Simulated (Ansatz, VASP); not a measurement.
# KBr in VASP and in Ansatz

File INCAR:

```
PREC = Accurate ; ENCUT = 520
EDIFF = 1E-7 ; ISMEAR = 0
SIGMA = 0.05 ; LREAL = F
LASPH = T ; NELM = 80
ALGO = Normal ; ISIF = 2
LWAVE = F ; LCHARG = F
NBANDS = 15
```

Contents of KPOINTS:

```
Automatic mesh
0
Gamma
  6 6 6
```

Contents of POSCAR:

```
KBr
1.0
    4.0434990000      0.0000000000      0.0000000000
    0.0000000000      4.0434990000      0.0000000000
    0.0000000000      0.0000000000      4.0434990000
K Br
1 1
Direct
    0.0000000000      0.0000000000      0.0000000000
    0.5000000000      0.3763447203      0.5000000000
```

Input for Ansatz:

```yaml
crystal:
  lattice:
    - [4.043499, 0.0, 0.0]
    - [0.0, 4.043499, 0.0]
    - [0.0, 0.0, 4.043499]
  atoms:
    - { symbol: K, position: [0.0, 0.0, 0.0] }
    - { symbol: Br, position: [0.5, 0.3763447203, 0.5] }
basis:
  ecutwfc: 420
kpoints:
  mp_grid: { grid: [6, 6, 6] }
hamiltonian:
  xc: lda
scf:
  occupations: { method: gaussian, width: 0.05 }
output:
  forces: true
  stress: true
  eigenvalues: true
```

Change from the starting cell: all Br atoms moved -0.500 Å, as atom 2 along Cartesian [0 1 0].

Alike in both runs: task single point; functional LDA; k mesh 6 × 6 × 6; occupations gaussian, width 0.05 eV; no spin polarisation.

```csv
,VASP,Ansatz
version,VASP 6.6.1,Ansatz 0.2.0
potentials or method,"VASP PAW LDA potentials, release 64 (K_sv, Br), cutoff 520 eV","scalar-relativistic, plane waves, PAW"
valence electrons in the cell,16,16
```

|  | VASP | Ansatz | Ansatz less VASP |
| --- | --- | --- | --- |
| gap on the k mesh at the Fermi level (eV) | 3.54 | 3.53 | -0.009 |
| least direct gap on the mesh (eV) | 3.82 | 3.81 | -0.009 |
| pressure (GPa) | -1.6 | -1.6 | -0.05 |
| rms of the force components (eV/Å) | 0.105 | 0.099 | -0.0052 |

LDA's correlation is that of Perdew and Zunger in VASP and of Perdew and Wang (1992) in Ansatz. Atom by atom the forces differ by 0.005 eV/Å (rms over components).
